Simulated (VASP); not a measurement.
Here is a VASP 6.6.1 calculation.

The input INCAR:

```
ALGO = Normal
EDIFF = 1E-7
EDIFFG = -0.04
ENCUT = 700
GGA = PE
GGA_COMPAT = F
IBRION = 2
ISIF = 3
ISMEAR = 0
LASPH = T
LCHARG = F
LREAL = F
LWAVE = F
NELM = 120
NELMIN = 4
NSW = 90
PREC = Accurate
SIGMA = 0.1
```

Contents of KPOINTS:

```
k-points
0
Gamma
  6 6 2
```

The input POSCAR:

```
OsC2
1.0
    2.5129339397      0.0000000000      0.0000000000
   -1.2564669698      2.1762646298      0.0000000000
    0.0000000000      0.0000000000      9.7742825479
Os C
2 4
Direct
    0.3333333333      0.6666666667      0.2500000000
    0.6666666667      0.3333333333      0.7500000000
    0.3333333333      0.6666666667      0.6275000000
    0.6666666667      0.3333333333      0.1275000000
    0.3333333333      0.6666666667      0.8725000000
    0.6666666667      0.3333333333      0.3725000000
```

Potentials or basis: VASP PAW PBE potentials, release 64 (Os_sv_GW, C).

The run is started by

```sh
$ cat potpaw_PBE.64/Os_sv_GW/POTCAR potpaw_PBE.64/C/POTCAR > POTCAR
$ mpirun -np 1 vasp_std > vasp.out
```

Question: Predict the relaxed cell.

Answer: a = 3.189 Å, b = 3.189 Å, c = 9.756 Å, α = 90.00°, β = 90.00°, γ = 120.00°.

Question: Estimate the band gap on the k mesh.

Answer: Zero (bands 24 and 25 overlap by 2.55 eV).

Question: Predict the space group after relaxing (to 0.1 Å).

Answer: P6_3/mmc (No. 194).

Question: Estimate the relaxed volume.

Answer: 14.32 Å³/atom.

Final structure:
```xyz
6
Lattice="3.1894 0.0000 0.0000 -1.5947 2.7621 0.0000 0.0000 0.0000 9.7563" Properties=species:S:1:pos:R:3 pbc="T T T"
Os    0.0000    1.8414    2.4391
Os    1.5947    0.9207    7.3172
C     0.0000    1.8414    6.4667
C     1.5947    0.9207    1.5886
C     0.0000    1.8414    8.1677
C     1.5947    0.9207    3.2896
```

Caveat: the k points lie up to 0.38 Å⁻¹ apart in the final cell, too coarse for converged energies and pressures of a metal; the volume moved by over 15 % at a fixed basis, so the end points are rough; spin-orbit coupling is left out, which moves the levels of the heavy elements.
